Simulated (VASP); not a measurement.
Write the native input for VASP 6.6.1 that does the following.

```
Task                   : single point
Functional             : PBE
Potentials or basis    : VASP PAW PBE potentials, release 64 (B, As)
Cutoff                 : 520 eV
k mesh                 : 10 × 10 × 10
Occupations            : fermi-dirac, width 0.02 eV
Spin                   : no spin polarisation
Dipole correction      : no
Further INCAR settings : ALGO = Normal; EDIFF = 1e-06; NBANDS = 11
```

The structure of BAs lies in POSCAR:

```
BAs
1.0
    0.0000000000      2.3918676041      2.3440302520
    2.3918676041      0.0000000000      2.3440302520
    2.3918676041      2.3918676041      0.0000000000
B As
1 1
Direct
    0.0000000000      0.0000000000      0.0000000000
    0.2500000000      0.2500000000      0.2500000000
```

This cell differs from its parent crystal: uniaxial z strain -2.0%.

These files were run (other wordings do the same):

INCAR

```
SYSTEM = BAs
PREC = Accurate ; ENCUT = 520
EDIFF = 1E-6 ; ISMEAR = -1
SIGMA = 0.02 ; LREAL = .False.
LASPH = .True. ; NELM = 100
ALGO = Normal ; ISIF = 2
LWAVE = .False. ; LCHARG = .False.
GGA = PE ; NBANDS = 11
```

KPOINTS

```
regular mesh
0
Gamma
  10 10 10
  0 0 0
```

Potentials or basis: VASP PAW PBE potentials, release 64 (B, As).

Command:

```bash
$ cat potpaw_PBE.64/B/POTCAR potpaw_PBE.64/As/POTCAR > POTCAR
$ mpirun -np 1 vasp_std > vasp.out
```

It gave:

* Pressure: 5.8 GPa
* Band gap on the k mesh: 0.85 eV, indirect (least direct gap 3.08 eV)

Caveat: the cell differs from its parent crystal (uniaxial z strain -2.0%).

Run time: 52 s on 1 thread of Intel(R) Xeon(R) Platinum 8259CL CPU @ 2.50GHz (Skylake/Cascade Lake), on a shared host, peak memory 0.17 GiB.
